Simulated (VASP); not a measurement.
# EuS (Fm-3m) in VASP: notebook

Runs on EuS. Level: PBE. Tasks: single point.

Everything below comes from runs of VASP 6.6.1. Logs are shortened: lines on timing, memory, paths and dates and some standing lists are left out, and cuts for length are marked.

## Step 1: The cell of the first run

The structure is cubic, space group Fm-3m (No. 225). The conventional cell has a = 5.996 Å, b = 5.996 Å, c = 5.996 Å, α = 90.00°, β = 90.00°, γ = 90.00°. Within 3.9 Å of Eu (site symmetry m-3m) lie 6 S at 3.00 Å. S (site symmetry m-3m) has 6 Eu at 3.00 Å within 3.9 Å.

## Step 2: Single point, PBE, collinear spin, ferromagnetic start (26.95 Å³/atom)

INCAR reads:

```
ALGO = Normal
EDIFF = 1E-6
ENCUT = 600
GGA = PE
GGA_COMPAT = F
ISIF = 2
ISMEAR = -1
ISPIN = 2
LASPH = T
LCHARG = F
LMAXMIX = 6
LORBIT = 11
LREAL = F
LWAVE = F
MAGMOM = 7 0
NBANDS = 22
NELM = 200
PREC = Accurate
SIGMA = 0.05
```

KPOINTS reads:

```
k-points
0
Gamma
  10 10 10
```

POSCAR reads:

```
EuS
1.0
    0.0000000000      2.9982257404      2.9982257404
    2.9982257404      0.0000000000      2.9982257404
    2.9982257404      2.9982257404      0.0000000000
Eu S
1 1
Direct
    0.0000000000      0.0000000000      0.0000000000
    0.5000000000      0.5000000000      0.5000000000
```

Potentials or basis: VASP PAW PBE potentials, release 64 (Eu, S).

Run with:

```sh
$ cat potpaw_PBE.64/Eu/POTCAR potpaw_PBE.64/S/POTCAR > POTCAR
$ mpirun -np 1 vasp_std > vasp.out
```

OUTCAR:

```text
EDIFF = 1E-6
   ENCUT = 600
   GGA = PE
   ISIF = 2
   ISMEAR = -1
   ISPIN = 2
   LASPH = T
   LORBIT = 11
   LREAL = F
   NELM = 200
   PREC = Accurate

 ion  position               nearest neighbor table
   1  0.000  0.000  0.000-   2 3.00   2 3.00   2 3.00   2 3.00   2 3.00   2 3.00
   2  0.500  0.500  0.500-   1 3.00   1 3.00   1 3.00   1 3.00   1 3.00   1 3.00

  LATTYP: Found a face centered cubic cell.
 ALAT       =     5.9964514808

  Lattice vectors:

 A1 = (   0.0000000000,   2.9982257404,   2.9982257404)
 A2 = (   2.9982257404,   0.0000000000,   2.9982257404)
 A3 = (   2.9982257404,   2.9982257404,   0.0000000000)

Analysis of symmetry for initial positions (statically):
=====================================================================
 Subroutine PRICEL returns:
 Original cell was already a primitive cell.

 Routine SETGRP: Setting up the symmetry group for a
 face centered cubic supercell.

 Subroutine GETGRP returns: Found 48 space group operations
 (whereof 48 operations were pure point group operations)
 out of a pool of 48 trial point group operations.

The static configuration has the point symmetry O_h .

Analysis of symmetry for dynamics (positions and initial velocities):
=====================================================================
 Subroutine PRICEL returns:
 Original cell was already a primitive cell.

 Routine SETGRP: Setting up the symmetry group for a
 face centered cubic supercell.

 Subroutine GETGRP returns: Found 48 space group operations
 (whereof 48 operations were pure point group operations)
 out of a pool of 48 trial point group operations.

The dynamic configuration has the point symmetry O_h .

Analysis of structural, dynamic, and magnetic symmetry:
=====================================================================
 Subroutine PRICEL returns:
 Original cell was already a primitive cell.

 Routine SETGRP: Setting up the symmetry group for a
 face centered cubic supercell.

 Subroutine GETGRP returns: Found 48 space group operations
 (whereof 48 operations were pure point group operations)
 out of a pool of 48 trial point group operations.

The overall configuration has the point symmetry O_h .

 Subroutine INISYM returns: Found 48 space group operations
 (whereof 48 operations are pure point group operations),
 and found     1 'primitive' translations

----------------------------------------------------------------------------------------

                                     Primitive cell

  volume of cell :      53.9042

  direct lattice vectors                    reciprocal lattice vectors
     0.000000000  2.998225740  2.998225740    -0.166765295  0.166765295  0.166765295
     2.998225740  0.000000000  2.998225740     0.166765295 -0.166765295  0.166765295
     2.998225740  2.998225740  0.000000000     0.166765295  0.166765295 -0.166765295

  length of vectors
     4.240131505  4.240131505  4.240131505     0.288845964  0.288845964  0.288845964

  position of ions in fractional coordinates (direct lattice)
     0.000000000  0.000000000  0.000000000
     0.500000000  0.500000000  0.500000000

  ion indices of the primitive-cell ions
   primitive index   ion index
                 1           1
                 2           2

----------------------------------------------------------------------------------------

 KPOINTS: k-points

Automatic generation of k-mesh.
 Grid dimensions read from file:
 generate k-points for:   10   10   10

 Generating k-lattice:

  Cartesian coordinates                     Fractional coordinates (reciprocal lattice)
    -0.016676529  0.016676529  0.016676529     0.100000000  0.000000000  0.000000000
     0.016676529 -0.016676529  0.016676529     0.000000000  0.100000000  0.000000000
     0.016676529  0.016676529 -0.016676529     0.000000000  0.000000000  0.100000000

  Length of vectors
     0.028884596  0.028884596  0.028884596

  Shift w.r.t. Gamma in fractional coordinates (k-lattice)
     0.000000000  0.000000000  0.000000000

 Subroutine IBZKPT returns following result:
 ===========================================

 Found     47 irreducible k-points:

 Following reciprocal coordinates:
            Coordinates               Weight
  0.000000  0.000000  0.000000      1.000000
  0.100000  0.000000  0.000000      8.000000
  0.200000  0.000000  0.000000      8.000000
  0.300000  0.000000  0.000000      8.000000
  0.400000  0.000000  0.000000      8.000000
  0.500000  0.000000  0.000000      4.000000
[... 16 lines left out ...]
  0.300000  0.300000  0.000000      6.000000
  0.400000  0.300000  0.000000     24.000000
 [... further k-points ...]
   k-points           NKPTS =     47   k-points in BZ     NKDIM =     47   number of bands    NBANDS=     22
   number of dos      NEDOS =    301   number of ions     NIONS =      2
   total plane-waves  NPLWV =  46656
   dimension x,y,z NGX =    36 NGY =   36 NGZ =   36
   dimension x,y,z NGXF=    72 NGYF=   72 NGZF=   72
   ions per type =               1   1
   NGX,Y,Z   is equivalent  to a cutoff of  14.11, 14.11, 14.11 a.u.
   NGXF,Y,Z  is equivalent  to a cutoff of  28.23, 28.23, 28.23 a.u.
 SYSTEM =  unknown system
   PREC   = accura    normal or accurate (medium, high low for compatibility)
   ISTART =      0    job   : 0-new  1-cont  2-samecut
   ICHARG =      2    charge: 1-file 2-atom 10-const
   ISPIN  =      2    spin polarized calculation?
   LNONCOLLINEAR =      F non collinear calculations
   LSORBIT =      F    spin-orbit coupling
   LASPH  =      T    aspherical Exc in radial PAW
   ENCUT  =  600.0 eV  44.10 Ry    6.64 a.u.   8.47  8.47  8.47*2*pi/ulx,y,z
   NELM   =    200;   NELMIN=  2; NELMDL= -5     # of ELM steps
   EDIFF  = 0.1E-05   stopping-criterion for ELM
   LREAL  =      F    real-space projection
   EDIFFG = 0.1E-04   stopping-criterion for IOM
   NSW    =      0    number of steps for IOM
   IBRION =     -1    ionic relax: 0-MD 1-quasi-New 2-CG
   NFREE  =      0    steps in history (QN), initial steepest desc. (CG)
   ISIF   =      2    stress and relaxation
   ISYM   =      2    0-nonsym 1-usesym 2-fastsym
   POTIM  = 0.5000    time-step for ionic-motion
   TEBEG  =    0.0;   TEEND  =   0.0 temperature during run
   PSTRESS=    0.0 pullay stress
   NELECT =      23.0000    total number of electrons
   NUPDOWN=      -1.0000    fix difference up-down
   EMIN   =  10.00;   EMAX   =-10.00  energy-range for DOS
   EFERMI =   0.00;   METHOD = LEGACY
   ISMEAR =    -1;   SIGMA  =   0.05  broadening in eV -4-tet -1-fermi 0-gaus
   EFERMI_NEDOS =   21; number of points for ismear=-14 and -15
   IALGO  =     38    algorithm
   IMIX   =      4    mixing-type and parameters
     AMIX     =   0.40;   BMIX     =  1.00
     AMIX_MAG =   1.60;   BMIX_MAG =  1.00
  volume/ion in A,a.u.               =      26.95       181.88
  Fermi-wavevector in a.u.,A,eV,Ry     =   1.232470  2.329031 20.667018  1.518983
  Thomas-Fermi vector in A             =   2.367239
   LORBIT       =     11    0 simple, 1 ext, 2 COOP (PROOUT), +10 PAW based schemes
   GGA     = PE    functional components
   LHFCALC =     F    Hartree Fock is set to
   AEXX    =    0.0000 exact exchange contribution
   IVDW    =     0    specifies the selected vdW correction
   LEPSILON=     F    determine dielectric tensor
   LRPA    =     F    only Hartree local field effects (RPA)
 spin polarized calculation
  energy-cutoff  :      600.00
  volume of cell :       53.90
 maximum number of plane-waves:      1823
 NGX is ok and might be reduce to    36
   NGX = 17   NGY = 17   NGZ = 17

 number of electron      22.9999998 magnetization       6.9863983

 Free energy of the ion-electron system (eV)
  ---------------------------------------------------
  ext. energy  EPLUGINS =         0.00000000
  ---------------------------------------------------
  free energy    TOTEN  =       -19.88279309 eV

  energy without entropy =      -19.87178897  energy(sigma->0) =      -19.87729103

 E-fermi :   4.1970     XC(G=0):  -9.5422

 val. band max:        4.1874785567   @ k =   0.5000   0.4000   0.0000
 cond. band min:       4.1992584875   @ k =   0.4000   0.4000   0.0000
 fundamental gap:      0.0117799308
 Fermi energy:         4.1969734034

 spin component 1

 k-point     1 :       0.0000    0.0000    0.0000
  band No.  band energies     occupation
      1     -37.3610      1.00000
      2     -16.0785      1.00000
      3     -16.0785      1.00000
      4     -16.0785      1.00000
      5      -9.2435      1.00000
      6       1.4199      1.00000
[... 14 lines left out ...]
     21       6.1135      0.00000
     22      11.4928      0.00000

 k-point     2 :       0.1000    0.0000    0.0000
  band No.  band energies     occupation
      1     -37.3598      1.00000
      2     -16.1092      1.00000
      3     -16.0807      1.00000
      4     -16.0807      1.00000
      5      -9.1710      1.00000
      6       1.0490      1.00000
[... 14 lines left out ...]
     21       6.4754      0.00000
     22      11.8747      0.00000

 k-point     3 :       0.2000    0.0000    0.0000
  band No.  band energies     occupation
      1     -37.3569      1.00000
      2     -16.1878      1.00000
      3     -16.0866      1.00000
      4     -16.0866      1.00000
      5      -8.9792      1.00000
      6       0.2909      1.00000
[... 14 lines left out ...]
     21       7.3684      0.00000
     22      12.6570      0.00000
[... 476 lines left out ...]
 k-point    23 :       0.3000    0.3000    0.0000
  band No.  band energies     occupation
      1     -37.3509      1.00000
      2     -16.2421      1.00000
      3     -16.1348      1.00000
      4     -16.1348      1.00000
      5      -8.8419      1.00000
      6      -0.2685      1.00000
[... 14 lines left out ...]
     21      10.7095      0.00000
     22      11.1728      0.00000

 k-point    24 :       0.4000    0.3000    0.0000
  band No.  band energies     occupation
      1     -37.3486      1.00000
      2     -16.2716      1.00000
      3     -16.1516      1.00000
      4     -16.1437      1.00000
      5      -8.7972      1.00000
      6      -0.2236      1.00000
[... 14 lines left out ...]
     21       9.9637      0.00000
     22      10.9149      0.00000

 [... further k-points ...]

 spin component 2

 k-point     1 :       0.0000    0.0000    0.0000
  band No.  band energies     occupation
      1     -34.2706      1.00000
      2     -13.8184      1.00000
      3     -13.8184      1.00000
      4     -13.8184      1.00000
      5      -9.2431      1.00000
      6       1.5591      1.00000
[... 14 lines left out ...]
     21       8.9098      0.00000
     22      12.6459      0.00000

 k-point     2 :       0.1000    0.0000    0.0000
  band No.  band energies     occupation
      1     -34.2691      1.00000
      2     -13.8687      1.00000
      3     -13.8210      1.00000
      4     -13.8210      1.00000
      5      -9.1562      1.00000
      6       1.2059      1.00000
[... 14 lines left out ...]
     21       8.9325      0.00000
     22      12.9843      0.00000

 k-point     3 :       0.2000    0.0000    0.0000
  band No.  band energies     occupation
      1     -34.2650      1.00000
      2     -13.9937      1.00000
      3     -13.8279      1.00000
      4     -13.8279      1.00000
      5      -8.9319      1.00000
      6       0.4785      1.00000
[... 14 lines left out ...]
     21       9.0590      0.00000
     22      13.7647      0.00000
[... 476 lines left out ...]
 k-point    23 :       0.3000    0.3000    0.0000
  band No.  band energies     occupation
      1     -34.2565      1.00000
      2     -14.0606      1.00000
      3     -13.8939      1.00000
      4     -13.8939      1.00000
      5      -8.8228      1.00000
      6      -0.0655      1.00000
[... 14 lines left out ...]
     21      11.3401      0.00000
     22      12.1324      0.00000

 k-point    24 :       0.4000    0.3000    0.0000
  band No.  band energies     occupation
      1     -34.2533      1.00000
      2     -14.0974      1.00000
      3     -13.9169      1.00000
      4     -13.9054      1.00000
      5      -8.7917      1.00000
      6       0.0041      1.00000
[... 14 lines left out ...]
     21      10.8369      0.00000
     22      11.6907      0.00000

 [... further k-points ...]

------------------------ aborting loop because EDIFF is reached ----------------------------------------

  FORCE on cell =-STRESS in cart. coord.  units (eV):
  Direction    XX          YY          ZZ          XY          YZ          ZX
  --------------------------------------------------------------------------------------
  -------------------------------------------------------------------------------------
  Total       -1.1894183     -1.1894183     -1.1894183      0.0000000     -0.0000000      0.0000000
  in kB      -35.3526704    -35.3526704    -35.3526704      0.0000000     -0.0000000      0.0000000
  external PRESSURE =     -35.3526704 kB  Pullay stress =       0.0000000 kB

 VOLUME and BASIS-vectors are now :
 -----------------------------------------------------------------------------
  energy-cutoff  :      600.00
  volume of cell :       53.90
      direct lattice vectors                 reciprocal lattice vectors
     0.000000000  2.998225740  2.998225740    -0.166765295  0.166765295  0.166765295
     2.998225740  0.000000000  2.998225740     0.166765295 -0.166765295  0.166765295
     2.998225740  2.998225740  0.000000000     0.166765295  0.166765295 -0.166765295

 POSITION                                       TOTAL-FORCE (eV/Angst)
 -----------------------------------------------------------------------------------
      0.00000      0.00000      0.00000         0.000000      0.000000      0.000000
      2.99823      2.99823      2.99823        -0.000000      0.000000     -0.000000
 -----------------------------------------------------------------------------------
    total drift:                                0.000000      0.000000      0.000000

  FREE ENERGIE OF THE ION-ELECTRON SYSTEM (eV)
  ---------------------------------------------------
  free  energy   TOTEN  =       -19.8827930913 eV

  energy  without entropy=      -19.8717889667  energy(sigma->0) =      -19.87729103

 total charge

# of ion       s       p       d       f       tot
--------------------------------------------------
    1        2.026   5.756   0.293   6.663  14.738
    2        1.316   2.424   0.000   0.000   3.740
--------------------------------------------------
tot          3.342   8.180   0.293   6.663  18.478

 magnetization (x)

# of ion       s       p       d       f       tot
--------------------------------------------------
    1       -0.015  -0.114   0.089   6.634   6.595
    2       -0.007  -0.065   0.000   0.000  -0.071
--------------------------------------------------
tot         -0.021  -0.178   0.089   6.634   6.524
```

Wall time 4.6 min (1 thread of Intel Xeon 8259CL, shared host); peak memory 0.33 GiB.

What came out:

```yaml
Free_energy: -19.8828 eV
Pressure: -3.5 GPa
Band_gap_on_the_k_mesh: zero (filled and empty bands overlap)
Net_moment: 6.99 μB per cell
Site_moments: Eu +6.59; S -0.07 μB
Valence_electrons_inside_the_program's_atomic_spheres: Eu 14.74; S 3.74
```

Caveat: the cell stands under tension; spin-orbit coupling is left out, which moves the levels of the heavy elements; a cell with one magnetic atom can't hold antiferromagnetic order, which such compounds often take; semilocal functionals describe open f shells poorly, which spoils levels, moments and volumes.

## Step 3: Single point, PBE, collinear spin, ferromagnetic start (28.01 Å³/atom)

This run uses another cell than the first one, of 28.01 Å³/atom.

INCAR reads:

```
PREC = Accurate
ENCUT = 600
EDIFF = 1E-6
ISMEAR = -1
SIGMA = 0.05
LREAL = False
LASPH = True
NELM = 200
ALGO = Normal
ISIF = 2
LWAVE = False
LCHARG = False
ISPIN = 2
MAGMOM = 7 0
LORBIT = 11
LMAXMIX = 6
GGA = PE
NBANDS = 22
GGA_COMPAT = False
```

KPOINTS reads:

```
Automatic mesh
0
Gamma
  10 10 10
```

POSCAR reads:

```
EuS
1.0
    0.0000000000      3.0369167916      3.0369167916
    3.0369167916      0.0000000000      3.0369167916
    3.0369167916      3.0369167916      0.0000000000
Eu S
1 1
Direct
    0.0000000000      0.0000000000      0.0000000000
    0.5000000000      0.5000000000      0.5000000000
```

Potentials or basis: VASP PAW PBE potentials, release 64 (Eu, S).

Run with:

```sh
$ cat potpaw_PBE.64/Eu/POTCAR potpaw_PBE.64/S/POTCAR > POTCAR
$ mpirun -np 1 vasp_std > vasp.out
```

Run time: 4.8 min. Hardware: 1 thread of Intel Xeon 8259CL, shared host; peak memory 0.33 GiB.

It converged, with:

```
Free energy                                           : -19.8279 eV
Pressure                                              : -4.8 GPa
Band gap on the k mesh                                : zero (filled and empty bands overlap)
Net moment                                            : 6.99 μB per cell
Site moments                                          : Eu +6.61; S -0.07 μB
Valence electrons inside the program's atomic spheres : Eu 14.73; S 3.73
```

Levels at points of the mesh, in eV from the Fermi level:
Spin up:
```
           k point  band 13  band 14  band 15  band 16  band 17  band 18
(0.00, 0.00, 0.00)    -0.01    -0.01    -0.01     0.48     1.09     1.09
(0.50, 0.00, 0.00)    -0.31    -0.28    -0.27     2.75     3.02     3.45
(0.50, 0.50, 0.00)    -0.33    -0.29    -0.13    -0.13     2.89     2.97
```
Spin down:
```tsv
k point	band 4	band 5	band 6	band 7	band 8	band 9	band 10	band 11	band 12	band 13
(0.00, 0.00, 0.00)	-18.07	-13.35	-2.63	-2.63	-2.63	1.08	1.85	1.85	1.85	2.68
(0.50, 0.00, 0.00)	-18.09	-12.56	-4.99	-3.65	-3.65	2.77	3.82	4.10	4.10	4.42
(0.50, 0.50, 0.00)	-18.17	-13.04	-3.77	-2.99	-2.99	-0.04	3.58	3.84	4.24	4.35
```

Caveat: the cell stands under tension; spin-orbit coupling is left out, which moves the levels of the heavy elements; a cell with one magnetic atom can't hold antiferromagnetic order, which such compounds often take; semilocal functionals describe open f shells poorly, which spoils levels, moments and volumes. The state reached can hang on the start; a lower one may exist.
